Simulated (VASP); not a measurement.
# Al2O3 (R-3c) in VASP: single point with PBEsol

Aim: the single point of Al2O3 with PBEsol.

Program: VASP 6.6.1. These are calculated values, not measurements. Logs are shortened: lines on timing, memory, paths and dates and some standing lists are left out, and cuts for length are marked.

**Measured values to compare with.**

From “Multi-petahertz electron interference in Cr:Al2O3 solid-state material”, 2018, pmc:5906618, for a bulk crystal of Al2O3: band gap 8.7 eV (optical).

How close the calculation comes is told below.

### 1 The cell of the first run

It takes space group R-3c (No. 167, trigonal). Conventional cell: a = 4.773 Å, b = 4.773 Å, c = 13.013 Å, α = 90.00°, β = 90.00°, γ = 120.00°. Al (site symmetry 3) has 6 O at 1.86 to 1.97 Å within 2.5 Å. O (site symmetry 2) has 4 Al at 1.86 to 1.97 Å and 12 O at 2.53 to 2.88 Å within 2.9 Å.

### 2 Single point, PBEsol

INCAR reads:

```
ALGO = Normal
EDIFF = 1E-6
ENCUT = 520
GGA = PS
ISIF = 2
ISMEAR = 0
LASPH = T
LCHARG = T
LELF = T
LREAL = F
LVHAR = T
LWAVE = F
NBANDS = 35
NELM = 80
PREC = Accurate
SIGMA = 0.02
```

KPOINTS reads:

```
k-points
0
Gamma
  9 9 9
```

POSCAR reads:

```
Al2O3
1.0
    2.3866378105      1.3779259824      4.3375827483
   -2.3866378105      1.3779259824      4.3375827483
    0.0000000000     -2.7558519647      4.3375827483
Al O
4 6
Direct
    0.3520470513      0.3520470513      0.3520470513
    0.1479529487      0.1479529487      0.1479529487
    0.6479529487      0.6479529487      0.6479529487
    0.8520470513      0.8520470513      0.8520470513
    0.5558322131      0.9441677869      0.2500000000
    0.2500000000      0.5558322131      0.9441677869
    0.9441677869      0.2500000000      0.5558322131
    0.4441677869      0.0558322131      0.7500000000
    0.7500000000      0.4441677869      0.0558322131
    0.0558322131      0.7500000000      0.4441677869
```

Potentials or basis: VASP PAW PBE potentials, release 64 (Al, O).

On the command line:

```
> cat potpaw_PBE.64/Al/POTCAR potpaw_PBE.64/O/POTCAR > POTCAR
> mpirun -np 1 vasp_std > vasp.out
```

OUTCAR:

```text
EDIFF = 1E-6
   ENCUT = 520
   GGA = PS
   ISIF = 2
   ISMEAR = 0
   LASPH = T
   LREAL = F
   NELM = 80
   PREC = Accurate

 ion  position               nearest neighbor table
   1  0.352  0.352  0.352-  10 1.86   8 1.86   9 1.86   5 1.97   6 1.97   7 1.97   2 2.66   3 2.80
                             3 2.80   3 2.80   2 3.23   2 3.23   2 3.23
   2  0.148  0.148  0.148-   9 1.86   8 1.86  10 1.86   5 1.97   7 1.97   6 1.97   1 2.66   4 2.80
                             4 2.80   4 2.80   1 3.23   1 3.23   1 3.23
   3  0.648  0.648  0.648-   7 1.86   5 1.86   6 1.86   8 1.97   9 1.97  10 1.97   4 2.66   1 2.80
                             1 2.80   1 2.80   4 3.23   4 3.23   4 3.23
   4  0.852  0.852  0.852-   6 1.86   5 1.86   7 1.86   8 1.97  10 1.97   9 1.97   3 2.66   2 2.80
                             2 2.80   2 2.80   3 3.23   3 3.23   3 3.23
   5  0.556  0.944  0.250-   3 1.86   4 1.86   1 1.97   2 1.97
   6  0.250  0.556  0.944-   4 1.86   3 1.86   1 1.97   2 1.97
   7  0.944  0.250  0.556-   3 1.86   4 1.86   2 1.97   1 1.97
   8  0.444  0.056  0.750-   1 1.86   2 1.86   3 1.97   4 1.97
   9  0.750  0.444  0.056-   2 1.86   1 1.86   3 1.97   4 1.97
  10  0.056  0.750  0.444-   1 1.86   2 1.86   4 1.97   3 1.97

  LATTYP: Found a trigonal (rhomboedric) cell.
 ALAT       =     5.1390022524
 COS(alpha) =     0.5686344949

  Lattice vectors:

 A1 = (   2.3866378105,   1.3779259824,   4.3375827483)
 A2 = (  -2.3866378105,   1.3779259824,   4.3375827483)
 A3 = (   0.0000000000,  -2.7558519647,   4.3375827483)

Analysis of symmetry for initial positions (statically):
=====================================================================
 Subroutine PRICEL returns:
 Original cell was already a primitive cell.

 Routine SETGRP: Setting up the symmetry group for a
 trigonal (rhombohedral) supercell.

 Subroutine GETGRP returns: Found 12 space group operations
 (whereof  6 operations were pure point group operations)
 out of a pool of 12 trial point group operations.

The static configuration has the point symmetry S_6 .
 The point group associated with its full space group is D_3d.

Analysis of symmetry for dynamics (positions and initial velocities):
=====================================================================
 Subroutine PRICEL returns:
 Original cell was already a primitive cell.

 Routine SETGRP: Setting up the symmetry group for a
 trigonal (rhombohedral) supercell.

 Subroutine GETGRP returns: Found 12 space group operations
 (whereof  6 operations were pure point group operations)
 out of a pool of 12 trial point group operations.

The dynamic configuration has the point symmetry S_6 .
 The point group associated with its full space group is D_3d.

 Subroutine INISYM returns: Found 12 space group operations
 (whereof  6 operations are pure point group operations),
 and found     1 'primitive' translations

----------------------------------------------------------------------------------------

                                     Primitive cell

  volume of cell :      85.5877

  direct lattice vectors                    reciprocal lattice vectors
     2.386637810  1.377925982  4.337582748     0.209499740  0.120954731  0.076847717
    -2.386637810  1.377925982  4.337582748    -0.209499740  0.120954731  0.076847717
     0.000000000 -2.755851965  4.337582748     0.000000000 -0.241909462  0.076847717

  length of vectors
     5.139002252  5.139002252  5.139002252     0.253822299  0.253822299  0.253822299

  position of ions in fractional coordinates (direct lattice)
     0.352047051  0.352047051  0.352047051
     0.147952949  0.147952949  0.147952949
     0.647952949  0.647952949  0.647952949
     0.852047051  0.852047051  0.852047051
     0.555832213  0.944167787  0.250000000
     0.250000000  0.555832213  0.944167787
     0.944167787  0.250000000  0.555832213
     0.444167787  0.055832213  0.750000000
     0.750000000  0.444167787  0.055832213
     0.055832213  0.750000000  0.444167787

  ion indices of the primitive-cell ions
   primitive index   ion index
                 1           1
                 2           2
                 3           3
                 4           4
                 5           5
                 6           6
                 7           7
                 8           8
                 9           9
                10          10

----------------------------------------------------------------------------------------

 KPOINTS: k-points

Automatic generation of k-mesh.
 Grid dimensions read from file:
 generate k-points for:    9    9    9

 Generating k-lattice:

  Cartesian coordinates                     Fractional coordinates (reciprocal lattice)
     0.023277749  0.013439415  0.008538635     0.111111111 -0.000000000  0.000000000
    -0.023277749  0.013439415  0.008538635    -0.000000000  0.111111111  0.000000000
     0.000000000 -0.026878829  0.008538635    -0.000000000 -0.000000000  0.111111111

  Length of vectors
     0.028202478  0.028202478  0.028202478

  Shift w.r.t. Gamma in fractional coordinates (k-lattice)
     0.000000000  0.000000000  0.000000000

 Subroutine IBZKPT returns following result:
 ===========================================

 Found     85 irreducible k-points:

 Following reciprocal coordinates:
            Coordinates               Weight
  0.000000  0.000000  0.000000      1.000000
  0.111111  0.000000  0.000000      6.000000
  0.222222  0.000000  0.000000      6.000000
  0.333333  0.000000  0.000000      6.000000
  0.444444  0.000000  0.000000      6.000000
  0.111111  0.111111  0.000000      6.000000
[... 16 lines left out ...]
 -0.333333  0.333333  0.000000      6.000000
  0.444444  0.444444  0.000000      6.000000
 [... further k-points ...]
   k-points           NKPTS =     85   k-points in BZ     NKDIM =     85   number of bands    NBANDS=     35
   number of dos      NEDOS =    301   number of ions     NIONS =     10
   total plane-waves  NPLWV =  64000
   dimension x,y,z NGX =    40 NGY =   40 NGZ =   40
   dimension x,y,z NGXF=    80 NGYF=   80 NGZF=   80
   ions per type =               4   6
   NGX,Y,Z   is equivalent  to a cutoff of  12.94, 12.94, 12.94 a.u.
   NGXF,Y,Z  is equivalent  to a cutoff of  25.88, 25.88, 25.88 a.u.
 SYSTEM =  unknown system
   PREC   = accura    normal or accurate (medium, high low for compatibility)
   ISTART =      0    job   : 0-new  1-cont  2-samecut
   ICHARG =      2    charge: 1-file 2-atom 10-const
   ISPIN  =      1    spin polarized calculation?
   LNONCOLLINEAR =      F non collinear calculations
   LSORBIT =      F    spin-orbit coupling
   LASPH  =      T    aspherical Exc in radial PAW
   ENCUT  =  520.0 eV  38.22 Ry    6.18 a.u.   9.56  9.56  9.56*2*pi/ulx,y,z
   NELM   =     80;   NELMIN=  2; NELMDL= -5     # of ELM steps
   EDIFF  = 0.1E-05   stopping-criterion for ELM
   LREAL  =      F    real-space projection
   EDIFFG = 0.1E-04   stopping-criterion for IOM
   NSW    =      0    number of steps for IOM
   IBRION =     -1    ionic relax: 0-MD 1-quasi-New 2-CG
   NFREE  =      0    steps in history (QN), initial steepest desc. (CG)
   ISIF   =      2    stress and relaxation
   ISYM   =      2    0-nonsym 1-usesym 2-fastsym
   POTIM  = 0.5000    time-step for ionic-motion
   TEBEG  =    0.0;   TEEND  =   0.0 temperature during run
   PSTRESS=    0.0 pullay stress
   NELECT =      48.0000    total number of electrons
   NUPDOWN=      -1.0000    fix difference up-down
   EMIN   =  10.00;   EMAX   =-10.00  energy-range for DOS
   EFERMI =   0.00;   METHOD = LEGACY
   ISMEAR =     0;   SIGMA  =   0.02  broadening in eV -4-tet -1-fermi 0-gaus
   EFERMI_NEDOS =   21; number of points for ismear=-14 and -15
   IALGO  =     38    algorithm
   IMIX   =      4    mixing-type and parameters
     AMIX     =   0.40;   BMIX     =  1.00
     AMIX_MAG =   1.60;   BMIX_MAG =  1.00
  volume/ion in A,a.u.               =       8.56        57.76
  Fermi-wavevector in a.u.,A,eV,Ry     =   1.350055  2.551234 24.798635  1.822648
  Thomas-Fermi vector in A             =   2.477591
   LORBIT       =      0    0 simple, 1 ext, 2 COOP (PROOUT), +10 PAW based schemes
   GGA     = PS    functional components
   LHFCALC =     F    Hartree Fock is set to
   AEXX    =    0.0000 exact exchange contribution
   IVDW    =     0    specifies the selected vdW correction
   LEPSILON=     F    determine dielectric tensor
   LRPA    =     F    only Hartree local field effects (RPA)
 non-spin polarized calculation
 Gauss-broadening in eV      SIGMA  =   0.02
  energy-cutoff  :      520.00
  volume of cell :       85.59
 maximum number of plane-waves:      2322
 NGX is ok and might be reduce to    40
   NGX = 19   NGY = 19   NGZ = 19

 number of electron      48.0000012 magnetization

 Free energy of the ion-electron system (eV)
  ---------------------------------------------------
  ext. energy  EPLUGINS =         0.00000000
  ---------------------------------------------------
  free energy    TOTEN  =       -78.66421641 eV

  energy without entropy =      -78.66421641  energy(sigma->0) =      -78.66421641

 E-fermi :   6.0792     XC(G=0): -11.9079

 val. band max:        5.9542819167   @ k =   0.0000   0.0000   0.0000
 cond. band min:      11.9993735277   @ k =   0.0000   0.0000   0.0000
 fundamental gap:      6.0450916109
 Fermi energy:         6.0791989114

 k-point     1 :       0.0000    0.0000    0.0000
  band No.  band energies     occupation
      1     -13.1996      2.00000
      2     -10.8431      2.00000
      3     -10.5619      2.00000
      4     -10.5619      2.00000
      5     -10.2375      2.00000
      6     -10.2375      2.00000
[... 27 lines left out ...]
     34      19.4171      0.00000
     35      20.3725      0.00000
[... 843 lines left out ...]
      5     -10.6820      2.00000
      6     -10.1908      2.00000
[... 27 lines left out ...]
     34      18.9823      0.00000
     35      19.0671      0.00000

 [... further k-points ...]

------------------------ aborting loop because EDIFF is reached ----------------------------------------

  FORCE on cell =-STRESS in cart. coord.  units (eV):
  Direction    XX          YY          ZZ          XY          YZ          ZX
  --------------------------------------------------------------------------------------
  -------------------------------------------------------------------------------------
  Total        0.0965278      0.0965278      0.0664271      0.0000000      0.0000000     -0.0000000
  in kB        1.8069725      1.8069725      1.2434960      0.0000000      0.0000000     -0.0000000
  external PRESSURE =       1.6191470 kB  Pullay stress =       0.0000000 kB

 VOLUME and BASIS-vectors are now :
 -----------------------------------------------------------------------------
  energy-cutoff  :      520.00
  volume of cell :       85.59
      direct lattice vectors                 reciprocal lattice vectors
     2.386637810  1.377925982  4.337582748     0.209499740  0.120954731  0.076847717
    -2.386637810  1.377925982  4.337582748    -0.209499740  0.120954731  0.076847717
     0.000000000 -2.755851965  4.337582748     0.000000000 -0.241909462  0.076847717

 POSITION                                       TOTAL-FORCE (eV/Angst)
 -----------------------------------------------------------------------------------
      0.00000      0.00000      4.58110        -0.000000      0.000000      0.005749
      0.00000      0.00000      1.92527        -0.000000     -0.000000     -0.005749
      0.00000      0.00000      8.43165        -0.000000     -0.000000     -0.005749
      0.00000      0.00000     11.08747        -0.000000      0.000000      0.005749
     -0.92682      1.37793      7.59077        -0.000047     -0.000000     -0.000000
     -0.72991     -1.49161      7.59077         0.000023     -0.000041      0.000000
      1.65673      0.11368      7.59077         0.000023      0.000041      0.000000
      0.92682     -1.37793      5.42198         0.000047     -0.000000     -0.000000
      0.72991      1.49161      5.42198        -0.000023      0.000041      0.000000
     -1.65673     -0.11368      5.42198        -0.000023     -0.000041      0.000000
 -----------------------------------------------------------------------------------
    total drift:                                0.000000     -0.000000      0.000000

  FREE ENERGIE OF THE ION-ELECTRON SYSTEM (eV)
  ---------------------------------------------------
  free  energy   TOTEN  =       -78.6642164060 eV

  energy  without entropy=      -78.6642164060  energy(sigma->0) =      -78.66421641
```

Run time: 2.8 min. Hardware: 1 thread of Intel Xeon Platinum 8488C (Sapphire Rapids), shared host; peak memory 0.34 GiB.

What came out:

| Quantity | Value |
| --- | --- |
| Free energy | -78.6642 eV |
| Pressure | 0.2 GPa |
| Largest force | 0.006 eV/Å |
| Band gap on the k mesh | 6.05 eV |

Forces in eV/Å, atoms in the order of the input:
```
Al   0.000  0.000  0.006
Al   0.000  0.000 -0.006
Al   0.000  0.000 -0.006
Al   0.000  0.000  0.006
O    0.000  0.000  0.000
O    0.000  0.000  0.000
O    0.000  0.000  0.000
O    0.000  0.000  0.000
O    0.000  0.000  0.000
O    0.000  0.000  0.000
```

Levels at points of the mesh, in eV from the valence-band top:
```
           k point  band 20  band 21  band 22  band 23  band 24  band 25  band 26  band 27  band 28  band 29
(0.00, 0.00, 0.00)    -0.50    -0.50    -0.04    -0.04     0.00     6.05     8.91    10.60    11.34    11.34
```

Caveat: the PAW data sets were made with another functional, which shifts forces and pressure a little; an odd mesh through Γ misses points on the zone boundary, where band edges can lie.

### 3 How close it comes

Step 2. A measured gap of Al2O3 is 8.7 eV (optical; quoted in “Multi-petahertz electron interference in Cr:Al2O3 solid-state material”, 2018, pmc:5906618); the calculated 6.05 eV misses it by -2.65 eV. The value is that of PBEsol on a finite k mesh, which can miss the band edges, without temperature or zero-point motion. Semilocal functionals fall short of measured gaps as a rule.
